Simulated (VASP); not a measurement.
# GaS5 (P6/mmm) in VASP: a series of runs

Runs on GaS5. Level: PBE. Tasks: single point, relaxation of cell and atoms.

Everything below comes from runs of VASP 6.6.1. Logs are shortened: lines on timing, memory, paths and dates and some standing lists are left out, and cuts for length are marked.

## Step 1: The cell of the first run

Symmetry: P6/mmm, No. 191, hexagonal system. The conventional cell has a = 5.935 Å, b = 5.935 Å, c = 3.827 Å, α = 90.00°, β = 90.00°, γ = 120.00°. Within 4.5 Å of Ga (site symmetry 6/mmm) lie 18 S at 3.43 to 3.53 Å and 2 Ga at 3.83 Å. Within 3.4 Å of S (site symmetry -6m2) lie 6 S at 2.57 Å. S (site symmetry mmm) has 8 S at 2.57 to 2.97 Å within 3.4 Å.

## Step 2: Single point, PBE

Contents of INCAR:

```
PREC     = Accurate       # precision mode
ENCUT    = 520            # plane-wave cutoff, eV
EDIFF    = 1E-6           # SCF threshold, eV
ISMEAR   = 0              # smearing method
SIGMA    = 0.1            # smearing width, eV
LREAL    = F              # projectors in reciprocal space
LASPH    = T              # aspherical terms in the spheres
NELM     = 100            # most SCF steps
ALGO     = Normal         # electronic algorithm
ISIF     = 2              # what is computed and relaxed
LWAVE    = F              # write WAVECAR
LCHARG   = F              # write CHGCAR
GGA      = PE             # functional
NBANDS   = 30             # bands
```

Contents of KPOINTS:

```
Automatic mesh
0
Gamma
  3 3 4
```

Contents of POSCAR:

```
GaS5
1.0
    5.9348521278      0.0000000029      0.0000000000
   -2.9674260664      5.1397327089      0.0000000000
    0.0000000000      0.0000000000      3.8270931514
Ga S
1 5
Direct
    0.0000000000      0.0000000000      0.0000000000
    0.3333333333      0.6666666667      0.0000000000
    0.6666666667      0.3333333333      0.0000000000
    0.5000000000      0.0000000000      0.5000000000
    0.5000000000      0.5000000000      0.5000000000
    0.0000000000      0.5000000000      0.5000000000
```

Potentials or basis: VASP PAW PBE potentials, release 64 (Ga_d, S).

Started as:

```
cat potpaw_PBE.64/Ga_d/POTCAR potpaw_PBE.64/S/POTCAR > POTCAR
mpirun -np 1 vasp_std > vasp.out
```

OUTCAR:

```text
PREC = Accurate
   ENCUT = 520
   EDIFF = 1E-6
   ISMEAR = 0
   LREAL = F
   LASPH = T
   NELM = 100
   ISIF = 2
   GGA = PE

 ion  position               nearest neighbor table
   1  0.000  0.000  0.000-
   2  0.333  0.667  0.000-   4 2.57   4 2.57   6 2.57   6 2.57   5 2.57   5 2.57
   3  0.667  0.333  0.000-   4 2.57   4 2.57   6 2.57   6 2.57   5 2.57   5 2.57
   4  0.500  0.000  0.500-   2 2.57   3 2.57   2 2.57   3 2.57
   5  0.500  0.500  0.500-   2 2.57   3 2.57   2 2.57   3 2.57
   6  0.000  0.500  0.500-   2 2.57   3 2.57   2 2.57   3 2.57

  LATTYP: Found a hexagonal cell.
 ALAT       =     5.9348521278
 C/A-ratio  =     0.6448506330

  Lattice vectors:

 A1 = (   5.9348521278,   0.0000000029,   0.0000000000)
 A2 = (  -2.9674260664,   5.1397327089,   0.0000000000)
 A3 = (   0.0000000000,   0.0000000000,   3.8270931514)

Analysis of symmetry for initial positions (statically):
=====================================================================
 Subroutine PRICEL returns:
 Original cell was already a primitive cell.

 Routine SETGRP: Setting up the symmetry group for a
 hexagonal supercell.

 Subroutine GETGRP returns: Found 24 space group operations
 (whereof 24 operations were pure point group operations)
 out of a pool of 24 trial point group operations.

The static configuration has the point symmetry D_6h.

Analysis of symmetry for dynamics (positions and initial velocities):
=====================================================================
 Subroutine PRICEL returns:
 Original cell was already a primitive cell.

 Routine SETGRP: Setting up the symmetry group for a
 hexagonal supercell.

 Subroutine GETGRP returns: Found 24 space group operations
 (whereof 24 operations were pure point group operations)
 out of a pool of 24 trial point group operations.

The dynamic configuration has the point symmetry D_6h.

 Subroutine INISYM returns: Found 24 space group operations
 (whereof 24 operations are pure point group operations),
 and found     1 'primitive' translations

----------------------------------------------------------------------------------------

                                     Primitive cell

  volume of cell :     116.7399

  direct lattice vectors                    reciprocal lattice vectors
     5.934852128  0.000000003  0.000000000     0.168496195  0.097281323  0.000000000
    -2.967426066  5.139732709  0.000000000    -0.000000000  0.194562647  0.000000000
     0.000000000  0.000000000  3.827093151     0.000000000  0.000000000  0.261294920

  length of vectors
     5.934852128  5.934852128  3.827093151     0.194562647  0.194562647  0.261294920

  position of ions in fractional coordinates (direct lattice)
     0.000000000  0.000000000  0.000000000
     0.333333333  0.666666667  0.000000000
     0.666666667  0.333333333  0.000000000
     0.500000000  0.000000000  0.500000000
     0.500000000  0.500000000  0.500000000
     0.000000000  0.500000000  0.500000000

  ion indices of the primitive-cell ions
   primitive index   ion index
                 1           1
                 2           2
                 3           3
                 4           4
                 5           5
                 6           6

----------------------------------------------------------------------------------------

 KPOINTS: Automatic mesh

Automatic generation of k-mesh.
 Grid dimensions read from file:
 generate k-points for:    3    3    4

 Generating k-lattice:

  Cartesian coordinates                     Fractional coordinates (reciprocal lattice)
     0.056165398  0.032427108  0.000000000     0.333333333  0.000000000  0.000000000
    -0.000000000  0.064854216  0.000000000     0.000000000  0.333333333  0.000000000
     0.000000000  0.000000000  0.065323730     0.000000000  0.000000000  0.250000000

  Length of vectors
     0.064854216  0.064854216  0.065323730

  Shift w.r.t. Gamma in fractional coordinates (k-lattice)
     0.000000000  0.000000000  0.000000000

 Subroutine IBZKPT returns following result:
 ===========================================

 Found      9 irreducible k-points:

 Following reciprocal coordinates:
            Coordinates               Weight
  0.000000  0.000000  0.000000      1.000000
  0.333333 -0.000000  0.000000      6.000000
  0.333333  0.333333  0.000000      2.000000
  0.000000  0.000000  0.250000      2.000000
  0.333333 -0.000000  0.250000     12.000000
  0.333333  0.333333  0.250000      4.000000
  0.000000  0.000000  0.500000      1.000000
  0.333333 -0.000000  0.500000      6.000000
  0.333333  0.333333  0.500000      2.000000
   k-points           NKPTS =      9   k-points in BZ     NKDIM =      9   number of bands    NBANDS=     30
   number of dos      NEDOS =    301   number of ions     NIONS =      6
   total plane-waves  NPLWV =  64512
   dimension x,y,z NGX =    48 NGY =   48 NGZ =   28
   dimension x,y,z NGXF=    96 NGYF=   96 NGZF=   56
   ions per type =               1   5
   NGX,Y,Z   is equivalent  to a cutoff of  13.45, 13.45, 12.16 a.u.
   NGXF,Y,Z  is equivalent  to a cutoff of  26.89, 26.89, 24.33 a.u.
 SYSTEM =  unknown system
   PREC   = accura    normal or accurate (medium, high low for compatibility)
   ISTART =      0    job   : 0-new  1-cont  2-samecut
   ICHARG =      2    charge: 1-file 2-atom 10-const
   ISPIN  =      1    spin polarized calculation?
   LNONCOLLINEAR =      F non collinear calculations
   LSORBIT =      F    spin-orbit coupling
   LASPH  =      T    aspherical Exc in radial PAW
   ENCUT  =  520.0 eV  38.22 Ry    6.18 a.u.  11.03 11.03  7.12*2*pi/ulx,y,z
   NELM   =    100;   NELMIN=  2; NELMDL= -5     # of ELM steps
   EDIFF  = 0.1E-05   stopping-criterion for ELM
   LREAL  =      F    real-space projection
   EDIFFG = 0.1E-04   stopping-criterion for IOM
   NSW    =      0    number of steps for IOM
   IBRION =     -1    ionic relax: 0-MD 1-quasi-New 2-CG
   NFREE  =      0    steps in history (QN), initial steepest desc. (CG)
   ISIF   =      2    stress and relaxation
   ISYM   =      2    0-nonsym 1-usesym 2-fastsym
   POTIM  = 0.5000    time-step for ionic-motion
   TEBEG  =    0.0;   TEEND  =   0.0 temperature during run
   PSTRESS=    0.0 pullay stress
   NELECT =      43.0000    total number of electrons
   NUPDOWN=      -1.0000    fix difference up-down
   EMIN   =  10.00;   EMAX   =-10.00  energy-range for DOS
   EFERMI =   0.00;   METHOD = LEGACY
   ISMEAR =     0;   SIGMA  =   0.10  broadening in eV -4-tet -1-fermi 0-gaus
   EFERMI_NEDOS =   21; number of points for ismear=-14 and -15
   IALGO  =     38    algorithm
   IMIX   =      4    mixing-type and parameters
     AMIX     =   0.40;   BMIX     =  1.00
     AMIX_MAG =   1.60;   BMIX_MAG =  1.00
  volume/ion in A,a.u.               =      19.46       131.30
  Fermi-wavevector in a.u.,A,eV,Ry     =   1.173522  2.217635 18.737310  1.377153
  Thomas-Fermi vector in A             =   2.309933
   LORBIT       =      0    0 simple, 1 ext, 2 COOP (PROOUT), +10 PAW based schemes
   GGA     = PE    functional components
   LHFCALC =     F    Hartree Fock is set to
   AEXX    =    0.0000 exact exchange contribution
   IVDW    =     0    specifies the selected vdW correction
   LEPSILON=     F    determine dielectric tensor
   LRPA    =     F    only Hartree local field effects (RPA)
 non-spin polarized calculation
 Gauss-broadening in eV      SIGMA  =   0.10
  energy-cutoff  :      520.00
  volume of cell :      116.74
 maximum number of plane-waves:      3165
 NGX is ok and might be reduce to    48
   NGX = 23   NGY = 23   NGZ = 15

 number of electron      43.0000004 magnetization

 Free energy of the ion-electron system (eV)
  ---------------------------------------------------
  ext. energy  EPLUGINS =         0.00000000
  ---------------------------------------------------
  free energy    TOTEN  =       -19.46662068 eV

  energy without entropy =      -19.46322885  energy(sigma->0) =      -19.46492476

 E-fermi :   5.5447     XC(G=0): -10.0719

 val. band max:        5.5103943850   @ k =   0.0000   0.0000   0.5000
 cond. band min:       5.5944269103   @ k =   0.0000   0.0000   0.0000
 fundamental gap:      0.0840325253
 Fermi energy:         5.5446768885

 k-point     1 :       0.0000    0.0000    0.0000
  band No.  band energies     occupation
      1     -10.8840      2.00000
      2      -9.7963      2.00000
      3      -9.7855      2.00000
      4      -9.7855      2.00000
      5      -9.7762      2.00000
      6      -9.7762      2.00000
[... 22 lines left out ...]
     29      10.0288      0.00000
     30      10.6483      0.00000

 k-point     2 :       0.3333   -0.0000    0.0000
  band No.  band energies     occupation
      1     -10.5343      2.00000
      2      -9.7995      2.00000
      3      -9.7966      2.00000
      4      -9.7827      2.00000
      5      -9.7764      2.00000
      6      -9.7763      2.00000
[... 22 lines left out ...]
     29       9.9423      0.00000
     30      11.6360      0.00000

 k-point     3 :       0.3333    0.3333    0.0000
  band No.  band energies     occupation
      1      -9.9888      2.00000
      2      -9.9888      2.00000
      3      -9.7987      2.00000
      4      -9.7764      2.00000
      5      -9.7764      2.00000
      6      -9.7558      2.00000
[... 22 lines left out ...]
     29       9.6150      0.00000
     30      12.9331      0.00000

 k-point     4 :       0.0000    0.0000    0.2500
  band No.  band energies     occupation
      1     -10.3425      2.00000
      2      -9.7834      2.00000
      3      -9.7834      2.00000
      4      -9.7811      2.00000
      5      -9.7810      2.00000
      6      -9.7810      2.00000
[... 121 lines left out ...]
     29       9.2452      0.00000
     30      13.5465      0.00000

 k-point     8 :       0.3333   -0.0000    0.5000
  band No.  band energies     occupation
      1      -9.7918      2.00000
      2      -9.7867      2.00000
      3      -9.7841      2.00000
      4      -9.7806      2.00000
      5      -9.7752      2.00000
      6      -8.5795      2.00000
[... 22 lines left out ...]
     29       9.3475      0.00000
     30      13.0521      0.00000

 k-point     9 :       0.3333    0.3333    0.5000
  band No.  band energies     occupation
      1      -9.7904      2.00000
      2      -9.7904      2.00000
      3      -9.7829      2.00000
      4      -9.7829      2.00000
      5      -9.7737      2.00000
      6      -8.0151      2.00000
[... 22 lines left out ...]
     29       8.5395      0.00000
     30      13.2529      0.00000

------------------------ aborting loop because EDIFF is reached ----------------------------------------

  FORCE on cell =-STRESS in cart. coord.  units (eV):
  Direction    XX          YY          ZZ          XY          YZ          ZX
  --------------------------------------------------------------------------------------
  -------------------------------------------------------------------------------------
  Total        0.1354755      0.1354755     -0.1621251      0.0000000      0.0000000      0.0000000
  in kB        1.8593098      1.8593098     -2.2250586      0.0000000      0.0000000      0.0000000
  external PRESSURE =       0.4978536 kB  Pullay stress =       0.0000000 kB

 VOLUME and BASIS-vectors are now :
 -----------------------------------------------------------------------------
  energy-cutoff  :      520.00
  volume of cell :      116.74
      direct lattice vectors                 reciprocal lattice vectors
     5.934852128  0.000000003  0.000000000     0.168496195  0.097281323  0.000000000
    -2.967426066  5.139732709  0.000000000    -0.000000000  0.194562647  0.000000000
     0.000000000  0.000000000  3.827093151     0.000000000  0.000000000  0.261294920

 POSITION                                       TOTAL-FORCE (eV/Angst)
 -----------------------------------------------------------------------------------
      0.00000      0.00000      0.00000        -0.000000      0.000000      0.000000
     -0.00000      3.42649      0.00000         0.000000     -0.000000      0.000000
      2.96743      1.71324      0.00000        -0.000000      0.000000     -0.000000
      2.96743      0.00000      1.91355         0.000000      0.000000      0.000000
      1.48371      2.56987      1.91355        -0.000000      0.000000      0.000000
     -1.48371      2.56987      1.91355        -0.000000      0.000000      0.000000
 -----------------------------------------------------------------------------------
    total drift:                               -0.000000      0.000000     -0.000000

  FREE ENERGIE OF THE ION-ELECTRON SYSTEM (eV)
  ---------------------------------------------------
  free  energy   TOTEN  =       -19.4666206807 eV

  energy  without entropy=      -19.4632288493  energy(sigma->0) =      -19.46492476
```

It took 53 s on 1 thread of AMD EPYC 7R43 (Zen 3), shared host; peak memory 0.21 GiB.

Results:

```yaml
Free_energy: -19.4666 eV
Pressure: 0.0 GPa
```

Levels at points of the mesh, in eV from the Fermi level:
```
           k point  band 18  band 19  band 20  band 21  band 22  band 23  band 24  band 25
(0.00, 0.00, 0.00)    -2.15    -2.04    -2.04    -1.21    -1.21     0.05     1.56     1.56
(0.00, 0.00, 0.50)    -2.91    -1.02    -0.03     0.25     0.30     0.30     0.59     2.68
```

Caveat: the k points lie up to 0.41 Å⁻¹ apart.

## Step 3: Single point, PBE

This run uses another cell than the first one, of 22.92 Å³/atom, 1.178 times its volume.

Contents of INCAR:

```
SYSTEM = GaS5
PREC = Accurate
ENCUT = 520
EDIFF = 1E-6
ISMEAR = 0
SIGMA = 0.1
LREAL = .FALSE.
LASPH = .TRUE.
NELM = 80
ALGO = Normal
ISIF = 2
LWAVE = .FALSE.
LCHARG = .FALSE.
GGA = PE
NBANDS = 30
```

Contents of KPOINTS:

```
Automatic mesh
0
G
  3 3 4
  0 0 0
```

Contents of POSCAR:

```
GaS5
1.0
    5.8428240700      0.0000000000      0.0000000000
   -2.9214120400      5.0600340800      0.0000000000
    0.0000000000      0.0000000000      4.6521074300
Ga S
1 5
Direct
    0.0000000000      0.0000000000      0.0000000000
    0.3333333300      0.6666666700      0.0000000000
    0.6666666700      0.3333333300      0.0000000000
    0.5000000000      0.0000000000      0.5000000000
    0.5000000000      0.5000000000      0.5000000000
    0.0000000000      0.5000000000      0.5000000000
```

Potentials or basis: VASP PAW PBE potentials, release 64 (Ga_d, S).

Started as:

```
cat potpaw_PBE.64/Ga_d/POTCAR potpaw_PBE.64/S/POTCAR > POTCAR
mpirun -np 1 vasp_std > vasp.out
```

Run time: 66 s. Hardware: 1 thread of AMD EPYC 7R43 (Zen 3), shared host; peak memory 0.23 GiB.

It converged, with:

```yaml
Free_energy: -18.0186 eV
Pressure: -7.4 GPa
```

Stress tensor (GPa, compression positive):
```
 -3.72   0.00   0.00
  0.00  -3.72   0.00
  0.00   0.00 -14.85
```

Levels at points of the mesh, in eV from the Fermi level:
```
           k point  band 19  band 20  band 21  band 22  band 23  band 24
(0.00, 0.00, 0.00)    -1.55    -1.55    -0.34    -0.34     0.90     1.42
(0.00, 0.00, 0.50)    -1.20    -0.98     0.94     1.15     1.46     1.46
```

Caveat: the k points lie up to 0.41 Å⁻¹ apart.

[end of part 1 of 2]
